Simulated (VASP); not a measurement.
# CsBr (Pm-3m) in VASP: notebook

CsBr is run at these levels: revPBE, PBEsol; tasks: single point.

All numbers are computed with VASP 6.6.1; they aren't measurements. Logs are shortened: lines on timing, memory, paths and dates and some standing lists are left out, and cuts for length are marked.

### 1 The cell of the first run

The structure is cubic, space group Pm-3m (No. 221). Conventional cell: a = 4.286 Å, b = 4.286 Å, c = 4.286 Å, α = 90.00°, β = 90.00°, γ = 90.00°. Within 4.9 Å of Cs (site symmetry m-3m) lie 8 Br at 3.71 Å and 6 Cs at 4.29 Å. Br (site symmetry m-3m) has 8 Cs at 3.71 Å and 6 Br at 4.29 Å within 4.9 Å.

### 2 Single point, revPBE

Input file INCAR:

```
PREC = Accurate
ENCUT = 500
EDIFF = 1E-6
ISMEAR = 0
SIGMA = 0.01
LREAL = False
LASPH = True
NELM = 120
ALGO = Normal
ISIF = 2
LWAVE = False
LCHARG = False
GGA = RE
NBANDS = 15
GGA_COMPAT = False
```

Input file KPOINTS:

```
regular mesh
0
Gamma
  4 4 4
```

Input file POSCAR:

```
CsBr
1.0
    4.2860000000      0.0000000000      0.0000000000
    0.0000000000      4.2860000000      0.0000000000
    0.0000000000      0.0000000000      4.2860000000
Cs Br
1 1
Direct
    0.0000000000      0.0000000000      0.0000000000
    0.5000000000      0.5000000000      0.5000000000
```

Potentials or basis: VASP PAW PBE potentials, release 64 (Cs_sv, Br).

Started as:

```
> cat potpaw_PBE.64/Cs_sv/POTCAR potpaw_PBE.64/Br/POTCAR > POTCAR
> mpirun -np 1 vasp_std > vasp.out
```

OUTCAR:

```text
PREC = Accurate
   ENCUT = 500
   EDIFF = 1E-6
   ISMEAR = 0
   LREAL = False
   LASPH = True
   NELM = 120
   ISIF = 2
   GGA = RE

 ion  position               nearest neighbor table
   1  0.000  0.000  0.000-
   2  0.500  0.500  0.500-

  LATTYP: Found a simple cubic cell.
 ALAT       =     4.2860000000

  Lattice vectors:

 A1 = (   4.2860000000,   0.0000000000,   0.0000000000)
 A2 = (   0.0000000000,   4.2860000000,   0.0000000000)
 A3 = (   0.0000000000,   0.0000000000,   4.2860000000)

Analysis of symmetry for initial positions (statically):
=====================================================================
 Subroutine PRICEL returns:
 Original cell was already a primitive cell.

 Routine SETGRP: Setting up the symmetry group for a
 simple cubic supercell.

 Subroutine GETGRP returns: Found 48 space group operations
 (whereof 48 operations were pure point group operations)
 out of a pool of 48 trial point group operations.

The static configuration has the point symmetry O_h .

Analysis of symmetry for dynamics (positions and initial velocities):
=====================================================================
 Subroutine PRICEL returns:
 Original cell was already a primitive cell.

 Routine SETGRP: Setting up the symmetry group for a
 simple cubic supercell.

 Subroutine GETGRP returns: Found 48 space group operations
 (whereof 48 operations were pure point group operations)
 out of a pool of 48 trial point group operations.

The dynamic configuration has the point symmetry O_h .

 Subroutine INISYM returns: Found 48 space group operations
 (whereof 48 operations are pure point group operations),
 and found     1 'primitive' translations

----------------------------------------------------------------------------------------

                                     Primitive cell

  volume of cell :      78.7329

  direct lattice vectors                    reciprocal lattice vectors
     4.286000000  0.000000000  0.000000000     0.233317779  0.000000000  0.000000000
     0.000000000  4.286000000  0.000000000     0.000000000  0.233317779  0.000000000
     0.000000000  0.000000000  4.286000000     0.000000000  0.000000000  0.233317779

  length of vectors
     4.286000000  4.286000000  4.286000000     0.233317779  0.233317779  0.233317779

  position of ions in fractional coordinates (direct lattice)
     0.000000000  0.000000000  0.000000000
     0.500000000  0.500000000  0.500000000
[... 71 lines left out ...]
   TEBEG  =    0.0;   TEEND  =   0.0 temperature during run
   PSTRESS=    0.0 pullay stress
   NELECT =      16.0000    total number of electrons
   NUPDOWN=      -1.0000    fix difference up-down
   EMIN   =  10.00;   EMAX   =-10.00  energy-range for DOS
   EFERMI =   0.00;   METHOD = LEGACY
   ISMEAR =     0;   SIGMA  =   0.01  broadening in eV -4-tet -1-fermi 0-gaus
   EFERMI_NEDOS =   21; number of points for ismear=-14 and -15
   IALGO  =     38    algorithm
   IMIX   =      4    mixing-type and parameters
     AMIX     =   0.40;   BMIX     =  1.00
     AMIX_MAG =   1.60;   BMIX_MAG =  1.00
  volume/ion in A,a.u.               =      39.37       265.66
  Fermi-wavevector in a.u.,A,eV,Ry     =   0.962489  1.818841 12.604247  0.926386
  Thomas-Fermi vector in A             =   2.091953
   LORBIT       =      0    0 simple, 1 ext, 2 COOP (PROOUT), +10 PAW based schemes
   GGA     = RE    functional components
   LHFCALC =     F    Hartree Fock is set to
   AEXX    =    0.0000 exact exchange contribution
   IVDW    =     0    specifies the selected vdW correction
   LEPSILON=     F    determine dielectric tensor
   LRPA    =     F    only Hartree local field effects (RPA)
 non-spin polarized calculation
 Gauss-broadening in eV      SIGMA  =   0.01
  energy-cutoff  :      500.00
  volume of cell :       78.73
 maximum number of plane-waves:      2016
 NGX is ok and might be reduce to    32
   NGX = 15   NGY = 15   NGZ = 15

 number of electron      15.9999999 magnetization

 Free energy of the ion-electron system (eV)
  ---------------------------------------------------
  ext. energy  EPLUGINS =         0.00000000
  ---------------------------------------------------
  free energy    TOTEN  =        -5.57310662 eV

  energy without entropy =       -5.57310662  energy(sigma->0) =       -5.57310662

 E-fermi :  -0.1481     XC(G=0):  -7.8491

 val. band max:       -0.1981759959   @ k =   0.0000   0.0000   0.0000
 cond. band min:       4.5528523969   @ k =   0.0000   0.0000   0.0000
 fundamental gap:      4.7510283928
 Fermi energy:        -0.1481490252

 k-point     1 :       0.0000    0.0000    0.0000
  band No.  band energies     occupation
      1     -20.0075      2.00000
      2     -12.5333      2.00000
      3      -6.6119      2.00000
      4      -6.6119      2.00000
      5      -6.6119      2.00000
      6      -0.1982      2.00000
      7      -0.1982      2.00000
      8      -0.1982      2.00000
      9       4.5529      0.00000
     10       4.8745      0.00000
     11       4.8745      0.00000
     12       8.9547      0.00000
     13       8.9547      0.00000
     14       8.9547      0.00000
[... 149 lines left out ...]
      2     -12.3550      2.00000
      3      -7.0012      2.00000
      4      -7.0012      2.00000
      5      -7.0012      2.00000
      6      -1.3483      2.00000
      7      -1.3483      2.00000
      8      -1.3483      2.00000
      9       8.2118      0.00000
     10       8.2118      0.00000
     11       8.2118      0.00000
     12       9.1523      0.00000
     13       9.1523      0.00000
     14       9.1523      0.00000
     15      11.1198      0.00000

------------------------ aborting loop because EDIFF is reached ----------------------------------------

  FORCE on cell =-STRESS in cart. coord.  units (eV):
  Direction    XX          YY          ZZ          XY          YZ          ZX
  --------------------------------------------------------------------------------------
  -------------------------------------------------------------------------------------
  Total        1.1431441      1.1431441      1.1431441     -0.0000000      0.0000000     -0.0000000
  in kB       23.2624286     23.2624286     23.2624286     -0.0000000      0.0000000     -0.0000000
  external PRESSURE =      23.2624286 kB  Pullay stress =       0.0000000 kB

 VOLUME and BASIS-vectors are now :
 -----------------------------------------------------------------------------
  energy-cutoff  :      500.00
  volume of cell :       78.73
      direct lattice vectors                 reciprocal lattice vectors
     4.286000000  0.000000000  0.000000000     0.233317779  0.000000000  0.000000000
     0.000000000  4.286000000  0.000000000     0.000000000  0.233317779  0.000000000
     0.000000000  0.000000000  4.286000000     0.000000000  0.000000000  0.233317779

 POSITION                                       TOTAL-FORCE (eV/Angst)
 -----------------------------------------------------------------------------------
      0.00000      0.00000      0.00000         0.000000      0.000000      0.000000
      2.14300      2.14300      2.14300         0.000000      0.000000      0.000000
 -----------------------------------------------------------------------------------
    total drift:                                0.000000      0.000000     -0.000000

  FREE ENERGIE OF THE ION-ELECTRON SYSTEM (eV)
  ---------------------------------------------------
  free  energy   TOTEN  =        -5.5731066223 eV

  energy  without entropy=       -5.5731066223  energy(sigma->0) =       -5.57310662
```

OSZICAR:

```text
N       E                     dE             d eps       ncg     rms          rms(c)
DAV:   1     0.909279557404E+02    0.90928E+02   -0.64571E+03   300   0.876E+02
DAV:   2     0.151715799097E+01   -0.89411E+02   -0.82513E+02   453   0.149E+02
DAV:   3    -0.575026757927E+01   -0.72674E+01   -0.72144E+01   377   0.469E+01
DAV:   4    -0.582052291683E+01   -0.70255E-01   -0.70224E-01   356   0.537E+00
DAV:   5    -0.582088335450E+01   -0.36044E-03   -0.36043E-03   384   0.412E-01    0.191E+00
DAV:   6    -0.559438125744E+01    0.22650E+00   -0.21847E-01   363   0.252E+00    0.117E+00
DAV:   7    -0.556421530593E+01    0.30166E-01   -0.14449E-01   377   0.200E+00    0.671E-01
DAV:   8    -0.557290201928E+01   -0.86867E-02   -0.18905E-02   335   0.862E-01    0.149E-01
DAV:   9    -0.557280238909E+01    0.99630E-04   -0.11754E-03   377   0.192E-01    0.844E-02
DAV:  10    -0.557309905517E+01   -0.29667E-03   -0.61228E-04   314   0.159E-01    0.263E-02
DAV:  11    -0.557310401315E+01   -0.49580E-05   -0.40466E-05   363   0.354E-02    0.147E-02
DAV:  12    -0.557310638779E+01   -0.23746E-05   -0.14203E-05   349   0.260E-02    0.147E-03
DAV:  13    -0.557310662233E+01   -0.23454E-06   -0.39521E-07   255   0.419E-03
   1 F= -.55731066E+01 E0= -.55731066E+01  d E =-.583142E-14
```

It took 5.1 s on 1 thread of Intel Xeon 6975P-C (Granite Rapids), shared host; peak memory 0.16 GiB.

What came out:

```yaml
Free_energy: -5.5731 eV
Pressure: 2.3 GPa
Band_gap_on_the_k_mesh: 4.75 eV, direct
```

Levels at points of the mesh, in eV from the valence-band top:
```csv
k point,band 4,band 5,band 6,band 7,band 8,band 9,band 10,band 11,band 12,band 13
"(0.00, 0.00, 0.00)",-6.41,-6.41,0.00,0.00,0.00,4.75,5.07,5.07,9.15,9.15
"(0.50, 0.00, 0.00)",-6.31,-6.31,-1.28,-0.21,-0.21,6.08,7.46,7.96,8.48,8.95
"(0.50, 0.50, 0.00)",-6.98,-6.25,-0.57,-0.57,0.00,5.44,5.64,7.32,7.32,11.13
"(0.50, 0.50, 0.50)",-6.80,-6.80,-1.15,-1.15,-1.15,8.41,8.41,8.41,9.35,9.35
```

Caveat: the PAW data sets were made with another functional, which shifts forces and pressure a little; spin-orbit coupling is left out, which moves the levels of the heavy elements.

(Part 1 of 2 ends here.)
